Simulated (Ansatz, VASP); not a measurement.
**Two plane-wave programs on Cu**

```
Cu
1.0
    -1.44279    1.44279    1.37608
     1.44279   -1.44279    1.37608
     1.44279    1.44279   -1.37608
Cu
1
Direct
  0.00000 0.00000 0.00000
```

Alike in both runs: task single point; functional LDA; k mesh 15 × 15 × 15; no spin polarisation.

|  | VASP | Ansatz |
| --- | --- | --- |
| version | VASP 6.6.1 | Ansatz 0.2.0 |
| potentials or method | VASP PAW LDA potentials, release 64 (Cu), cutoff 600 eV | plane waves, PAW |
| occupations | methfessel-paxton of order 1, width 0.3 eV | cold, width 0.3 eV |
| valence electrons in the cell | 11 | 19 |

Ansatz gave:

- pressure (GPa): -7.8
- traceless stress, the component that is largest in VASP (GPa): -0.14

Question: Estimate VASP's values.

Answer: Pressure (GPa): -6.9; traceless stress, the component that is largest in VASP (GPa): -0.31.

LDA's correlation is that of Perdew and Zunger in VASP and of Perdew and Wang (1992) in Ansatz. VASP's potentials hold 11 valence electrons a cell and Ansatz's 19, so a difference there can come from the potentials and not from the codes. Ansatz's warnings: stress scf threshold loose.
